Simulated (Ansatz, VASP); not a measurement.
## Na2S: VASP beside Ansatz

POSCAR

```
Na2S
1.0
    0.0000000000      3.2559887700      3.2559887700
    3.2559887700      0.0000000000      3.2559887700
    3.2559887700      3.2559887700      0.0000000000
Na S
2 1
Direct
    0.2500000000      0.2500000000      0.2500000000
    0.7500000000      0.7500000000      0.7500000000
    0.0000000000      0.0000000000      0.0000000000
```

File INCAR.step1:

```
SYSTEM = Na2S
PREC = Accurate ; ENCUT = 400
EDIFF = 1E-5 ; ISMEAR = -1
SIGMA = 0.02 ; LREAL = .FALSE.
LASPH = .TRUE. ; NELM = 120
ALGO = Normal ; ISIF = 2
LWAVE = .TRUE. ; LCHARG = .FALSE.
GGA = PE ; NBANDS = 17
GGA_COMPAT = .FALSE.
```

File INCAR.step2:

```
SYSTEM = Na2S
PREC = Accurate ; ENCUT = 400
EDIFF = 1E-6 ; ISMEAR = -1
SIGMA = 0.02 ; LREAL = .FALSE.
LASPH = .TRUE. ; NELM = 120
ALGO = Normal ; ISIF = 2
LWAVE = .FALSE. ; LCHARG = .FALSE.
GGA = PE ; LHFCALC = .TRUE.
HFSCREEN = 0.2079 ; PRECFOCK = Normal
ISTART = 1 ; NBANDS = 17
GGA_COMPAT = .FALSE.
```

Contents of KPOINTS:

```
regular mesh
0
G
  6 6 6
  0 0 0
```

Input for Ansatz:

```yaml
crystal:
  lattice:
    - [0.0, 3.25598877, 3.25598877]
    - [3.25598877, 0.0, 3.25598877]
    - [3.25598877, 3.25598877, 0.0]
  atoms:
    - { symbol: Na, position: [0.25, 0.25, 0.25] }
    - { symbol: Na, position: [0.75, 0.75, 0.75] }
    - { symbol: S, position: [0.0, 0.0, 0.0] }
  symmetry: { tolerance: 0.0003 }
hamiltonian:
  xc: hse06
  pseudopotentials: { kind: paw, azcp: { folder: soft_1 } }
basis:
  ecutwfc: 420
magnetization:
  spin_polarized: false
scf:
  occupations: { method: fermi_dirac, width: 0.02 }
kpoints:
  mp_grid: { grid: [6, 6, 6], shift: [0, 0, 0] }
  band_path:
    path:
      - [0.0, 0.0, 0.0]
      - [0.5, 0.0, 0.5]
      - [0.625, 0.25, 0.625]
      - [0.375, 0.375, 0.75]
      - [0.0, 0.0, 0.0]
      - [0.5, 0.5, 0.5]
      - [0.5, 0.25, 0.75]
      - [0.5, 0.0, 0.5]
    npoints: 1
output:
  forces: true
  stress: true
  eigenvalues: true
  bader: true
  populations: true
  elf: true
  write_potential: true
  write_density: true
  volumetric_format: npy
  dos:
    e_range: [-12, 8]
    de: 0.05
    projected: { site_lists: { Na: [Na], S: [S] } }
```

Alike in both runs: task single point; functional HSE06; k mesh 6 × 6 × 6; occupations fermi-dirac, width 0.02 eV; no spin polarisation.

```csv
,VASP,Ansatz
version,VASP 6.6.1,Ansatz 0.2.0
potentials or method,"VASP PAW PBE potentials, release 64 (Na_pv, S), cutoff 400 eV",PAW plane waves
valence electrons in the cell,20,24
```

|  | VASP | Ansatz | Ansatz less VASP |
| --- | --- | --- | --- |
| gap on the k mesh at the Fermi level (eV) | 3.51 | 3.52 | +0.011 |
| pressure (GPa) | 0.0 | 0.1 | +0.15 |

VASP's potentials hold 20 valence electrons a cell and Ansatz's 24, so a difference there can come from the potentials and not from the codes. Ansatz's warnings: stress exchange threshold loose, stress scf threshold loose.
